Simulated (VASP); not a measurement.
# KTlCr2F6 (Fm-3m) in VASP: a series of runs, part 2 of 2

VASP 6.6.1. Earlier steps stand in the parts before.

### 4 Single point, r2SCAN

POSCAR reads:

```
KTlCr2F6
1.0
    0.0000000000      4.1112300000      4.1112300000
    4.1112300000      0.0000000000      4.1112300000
    4.1112300000      4.1112300000      0.0000000000
F K Cr Tl
6 1 2 1
Direct
    0.7650000000      0.2350000000      0.2350000000
    0.2350000000      0.7650000000      0.2350000000
    0.2350000000      0.7650000000      0.7650000000
    0.7650000000      0.2350000000      0.7650000000
    0.2350000000      0.2350000000      0.7650000000
    0.7650000000      0.7650000000      0.2350000000
    0.5000000000      0.5000000000      0.5000000000
    0.2500000000      0.2500000000      0.2500000000
    0.7500000000      0.7500000000      0.7500000000
    0.0000000000      0.0000000000      0.0000000000
```

INCAR.step1 reads:

```
ALGO = Normal ; EDIFF = 1E-4
ENCUT = 520 ; GGA = PE
ISMEAR = -1 ; LASPH = T
LCHARG = F ; LREAL = F
LWAVE = T ; NBANDS = 55
NELM = 60 ; PREC = Accurate
SIGMA = 0.0699
```

INCAR.step2 reads:

```
ALGO = Normal ; EDIFF = 1E-6
ENCUT = 520 ; ISIF = 2
ISMEAR = -1 ; ISTART = 1
LASPH = T ; LCHARG = F
LMIXTAU = T ; LREAL = F
LWAVE = F ; METAGGA = R2SCAN
NBANDS = 55 ; NELM = 60
PREC = Accurate ; SIGMA = 0.0699
```

KPOINTS reads:

```
k-points
0
Gamma
  4 4 4
```

Potentials or basis: VASP PAW PBE potentials, release 64 (F, K_sv, Cr_pv, Tl_d).

Started as:

```console
> cat potpaw_PBE.64/F/POTCAR potpaw_PBE.64/K_sv/POTCAR potpaw_PBE.64/Cr_pv/POTCAR potpaw_PBE.64/Tl_d/POTCAR > POTCAR
> cp INCAR.step1 INCAR
> mpirun -np 1 vasp_std > vasp.out
> cp INCAR.step2 INCAR
> mpirun -np 1 vasp_std > vasp.out
```

OUTCAR:

```text
EDIFF = 1E-6
   ENCUT = 520
   ISIF = 2
   ISMEAR = -1
   ISTART = 1
   LASPH = T
   LREAL = F
   METAGGA = R2SCAN
   NELM = 60
   PREC = Accurate

 ion  position               nearest neighbor table
   1  0.765  0.235  0.235-  10 1.93   7 2.18
   2  0.235  0.765  0.235-  10 1.93   7 2.18
   3  0.235  0.765  0.765-  10 1.93   7 2.18
   4  0.765  0.235  0.765-  10 1.93   7 2.18
   5  0.235  0.235  0.765-  10 1.93   7 2.18
   6  0.765  0.765  0.235-  10 1.93   7 2.18
   7  0.500  0.500  0.500-   1 2.18   2 2.18   3 2.18   4 2.18   5 2.18   6 2.18
   8  0.250  0.250  0.250-  10 3.56  10 3.56  10 3.56  10 3.56
   9  0.750  0.750  0.750-  10 3.56  10 3.56  10 3.56  10 3.56
  10  0.000  0.000  0.000-   1 1.93   2 1.93   3 1.93   4 1.93   5 1.93   6 1.93   8 3.56   9 3.56
                             9 3.56   9 3.56   9 3.56   8 3.56   8 3.56   8 3.56

  LATTYP: Found a face centered cubic cell.
 ALAT       =     8.2224600000

  Lattice vectors:

 A1 = (   0.0000000000,   4.1112300000,   4.1112300000)
 A2 = (   4.1112300000,   0.0000000000,   4.1112300000)
 A3 = (   4.1112300000,   4.1112300000,   0.0000000000)

Analysis of symmetry for initial positions (statically):
=====================================================================
 Subroutine PRICEL returns:
 Original cell was already a primitive cell.

 Routine SETGRP: Setting up the symmetry group for a
 face centered cubic supercell.

 Subroutine GETGRP returns: Found 48 space group operations
 (whereof 48 operations were pure point group operations)
 out of a pool of 48 trial point group operations.

The static configuration has the point symmetry O_h .

Analysis of symmetry for dynamics (positions and initial velocities):
=====================================================================
 Subroutine PRICEL returns:
 Original cell was already a primitive cell.

 Routine SETGRP: Setting up the symmetry group for a
 face centered cubic supercell.

 Subroutine GETGRP returns: Found 48 space group operations
 (whereof 48 operations were pure point group operations)
 out of a pool of 48 trial point group operations.

The dynamic configuration has the point symmetry O_h .

 Subroutine INISYM returns: Found 48 space group operations
 (whereof 48 operations are pure point group operations),
 and found     1 'primitive' translations

----------------------------------------------------------------------------------------

                                     Primitive cell

  volume of cell :     138.9778

  direct lattice vectors                    reciprocal lattice vectors
     0.000000000  4.111230000  4.111230000    -0.121618105  0.121618105  0.121618105
     4.111230000  0.000000000  4.111230000     0.121618105 -0.121618105  0.121618105
     4.111230000  4.111230000  0.000000000     0.121618105  0.121618105 -0.121618105

  length of vectors
     5.814157224  5.814157224  5.814157224     0.210648736  0.210648736  0.210648736

[... 53 lines left out ...]
  0.000000  0.000000  0.000000      1.000000
  0.250000  0.000000  0.000000      8.000000
  0.500000  0.000000  0.000000      4.000000
  0.250000  0.250000  0.000000      6.000000
  0.500000  0.250000  0.000000     24.000000
 -0.250000  0.250000  0.000000     12.000000
  0.500000  0.500000  0.000000      3.000000
 -0.250000  0.500000  0.250000      6.000000
   k-points           NKPTS =      8   k-points in BZ     NKDIM =      8   number of bands    NBANDS=     55
   number of dos      NEDOS =    301   number of ions     NIONS =     10
   total plane-waves  NPLWV = 110592
   dimension x,y,z NGX =    48 NGY =   48 NGZ =   48
   dimension x,y,z NGXF=    96 NGYF=   96 NGZF=   96
   ions per type =               6   1   2   1
   NGX,Y,Z   is equivalent  to a cutoff of  13.72, 13.72, 13.72 a.u.
   NGXF,Y,Z  is equivalent  to a cutoff of  27.45, 27.45, 27.45 a.u.
 SYSTEM =  unknown system
   PREC   = accura    normal or accurate (medium, high low for compatibility)
   ISTART =      1    job   : 0-new  1-cont  2-samecut
   ICHARG =      0    charge: 1-file 2-atom 10-const
   ISPIN  =      1    spin polarized calculation?
   LNONCOLLINEAR =      F non collinear calculations
   LSORBIT =      F    spin-orbit coupling
   LASPH  =      T    aspherical Exc in radial PAW
   ENCUT  =  520.0 eV  38.22 Ry    6.18 a.u.  10.81 10.81 10.81*2*pi/ulx,y,z
   NELM   =     60;   NELMIN=  2; NELMDL=  0     # of ELM steps
   EDIFF  = 0.1E-05   stopping-criterion for ELM
   LREAL  =      F    real-space projection
   EDIFFG = 0.1E-04   stopping-criterion for IOM
   NSW    =      0    number of steps for IOM
   IBRION =     -1    ionic relax: 0-MD 1-quasi-New 2-CG
   NFREE  =      0    steps in history (QN), initial steepest desc. (CG)
   ISIF   =      2    stress and relaxation
   ISYM   =      2    0-nonsym 1-usesym 2-fastsym
   POTIM  = 0.5000    time-step for ionic-motion
   TEBEG  =    0.0;   TEEND  =   0.0 temperature during run
   PSTRESS=    0.0 pullay stress
   NELECT =      88.0000    total number of electrons
   NUPDOWN=      -1.0000    fix difference up-down
   EMIN   =  10.00;   EMAX   =-10.00  energy-range for DOS
   EFERMI =   0.00;   METHOD = LEGACY
   ISMEAR =    -1;   SIGMA  =   0.07  broadening in eV -4-tet -1-fermi 0-gaus
   EFERMI_NEDOS =   21; number of points for ismear=-14 and -15
   IALGO  =     38    algorithm
   IMIX   =      4    mixing-type and parameters
     AMIX     =   0.40;   BMIX     =  1.00
     AMIX_MAG =   1.60;   BMIX_MAG =  1.00
  volume/ion in A,a.u.               =      13.90        93.79
  Fermi-wavevector in a.u.,A,eV,Ry     =   1.405791  2.656559 26.888473  1.976247
  Thomas-Fermi vector in A             =   2.528216
   LORBIT       =      0    0 simple, 1 ext, 2 COOP (PROOUT), +10 PAW based schemes
   METAGGA = R2SCAN    functional components
   LHFCALC =     F    Hartree Fock is set to
   AEXX    =    0.0000 exact exchange contribution
   IVDW    =     0    specifies the selected vdW correction
   LEPSILON=     F    determine dielectric tensor
   LRPA    =     F    only Hartree local field effects (RPA)
 non-spin polarized calculation
  energy-cutoff  :      520.00
  volume of cell :      138.98
 maximum number of plane-waves:      3759
 NGX is ok and might be reduce to    48
   NGX = 21   NGY = 21   NGZ = 21

 number of electron      87.9999997 magnetization

 Free energy of the ion-electron system (eV)
  ---------------------------------------------------
  ext. energy  EPLUGINS =         0.00000000
  ---------------------------------------------------
  free energy    TOTEN  =      -109.56266281 eV

  energy without entropy =     -109.31459467  energy(sigma->0) =     -109.43862874

 E-fermi :   4.9228     XC(G=0): -10.6813

 val. band max:        4.9156185360   @ k =   0.5000   0.0000   0.0000
 cond. band min:       4.9268244312   @ k =   0.2500   0.2500   0.0000
 fundamental gap:      0.0112058951
 Fermi energy:         4.9228197235

 k-point     1 :       0.0000    0.0000    0.0000
  band No.  band energies     occupation
      1     -39.6928      2.00000
      2     -39.6927      2.00000
      3     -39.6913      2.00000
      4     -39.6913      2.00000
      5     -39.6911      2.00000
      6     -39.6897      2.00000
[... 453 lines left out ...]
     54      10.6111      0.00000
     55      10.6113      0.00000

------------------------ aborting loop because EDIFF is reached ----------------------------------------

  FORCE on cell =-STRESS in cart. coord.  units (eV):
  Direction    XX          YY          ZZ          XY          YZ          ZX
  --------------------------------------------------------------------------------------
  -------------------------------------------------------------------------------------
  Total       30.3815646     30.3815646     30.3815646     -0.0000000     -0.0000000      0.0000000
  in kB      350.2477883    350.2477883    350.2477883     -0.0000000     -0.0000000      0.0000000
  external PRESSURE =     350.2477883 kB  Pullay stress =       0.0000000 kB

 VOLUME and BASIS-vectors are now :
 -----------------------------------------------------------------------------
  energy-cutoff  :      520.00
  volume of cell :      138.98
      direct lattice vectors                 reciprocal lattice vectors
     0.000000000  4.111230000  4.111230000    -0.121618105  0.121618105  0.121618105
     4.111230000  0.000000000  4.111230000     0.121618105 -0.121618105  0.121618105
     4.111230000  4.111230000  0.000000000     0.121618105  0.121618105 -0.121618105

 POSITION                                       TOTAL-FORCE (eV/Angst)
 -----------------------------------------------------------------------------------
      1.93228      4.11123      4.11123         3.847717     -0.000000     -0.000000
      4.11123      1.93228      4.11123         0.000000      3.847717     -0.000000
      6.29018      4.11123      4.11123        -3.847717     -0.000000     -0.000000
      4.11123      6.29018      4.11123         0.000000     -3.847717     -0.000000
      4.11123      4.11123      1.93228         0.000000     -0.000000      3.847717
      4.11123      4.11123      6.29018         0.000000     -0.000000     -3.847717
      4.11123      4.11123      4.11123        -0.000000     -0.000000     -0.000000
      2.05561      2.05561      2.05561         0.000000      0.000000     -0.000000
      6.16685      6.16685      6.16685        -0.000000     -0.000000      0.000000
      0.00000      0.00000      0.00000         0.000000     -0.000000     -0.000000
 -----------------------------------------------------------------------------------
    total drift:                               -0.000000     -0.000000     -0.000000

  FREE ENERGIE OF THE ION-ELECTRON SYSTEM (eV)
  ---------------------------------------------------
  free  energy   TOTEN  =      -109.5626628147 eV

  energy  without entropy=     -109.3145946656  energy(sigma->0) =     -109.43862874
```

Wall time 11 min (1 thread of AMD EPYC 7R43 (Zen 3), shared host); peak memory 0.35 GiB.

What came out:

```yaml
Free_energy: -109.5627 eV
Pressure: 35.0 GPa
Largest_force: 3.848 eV/Å
Band_gap_on_the_k_mesh: zero (band 44 reaches 5.03 eV, above the bottom of band 45 at 4.89 eV)
```

Forces in eV/Å, atoms in the order of the input:
```
F    3.848  0.000  0.000
F    0.000  3.848  0.000
F   -3.848  0.000  0.000
F    0.000 -3.848  0.000
F    0.000  0.000  3.848
F    0.000  0.000 -3.848
K    0.000  0.000  0.000
Cr   0.000  0.000  0.000
Cr   0.000  0.000  0.000
Tl   0.000  0.000  0.000
```

Caveat: the PAW data sets were made with another functional, which shifts forces and pressure a little; spin-orbit coupling is left out, which moves the levels of the heavy elements; the run has no spin polarisation, though such a crystal can be magnetic; semilocal functionals often make such compounds metallic where correlation or magnetic order opens a gap, which also shifts bond lengths. With open d or f shells a metallic result of r2SCAN can be an artefact of self-interaction; +U or a hybrid may open a gap.
